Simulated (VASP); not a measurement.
A run of VASP 6.6.1:

Contents of INCAR:

```
ALGO = Normal ; EDIFF = 1E-6
EDIFFG = -0.02 ; ENCUT = 600
GGA = PE ; IBRION = 2
ISIF = 3 ; ISMEAR = -1
LASPH = T ; LCHARG = F
LREAL = F ; LWAVE = F
NELM = 100 ; NSW = 80
PREC = Accurate ; SIGMA = 0.1
```

The input KPOINTS:

```
k-points
0
Gamma
  6 6 4
```

Contents of POSCAR:

```
Si
1.0
    3.8313174600      0.0000000000      0.0000000000
   -1.9156587300      3.3180182500      0.0000000000
    0.0000000000      0.0000000000      6.3326220000
Si
4
Direct
    0.3333333333      0.6666666667      0.0630095000
    0.6666666667      0.3333333333      0.5630095000
    0.3333333333      0.6666666667      0.4369905000
    0.6666666667      0.3333333333      0.9369905000
```

Potentials or basis: VASP PAW PBE potentials, release 64 (Si).

Run with:

```console
$ cat potpaw_PBE.64/Si/POTCAR > POTCAR
$ mpirun -np 1 vasp_std > vasp.out
```

Hardware: 1 thread of Intel Xeon 6975P-C, on a shared host.

**Question.** Estimate the wall time of this run.

**Answer.** Wall time 37 s on 1 thread of Intel Xeon 6975P-C, with other jobs on the host, peak memory 0.22 GiB. Counts: scf iterations 24, k points 21, ion steps 3.
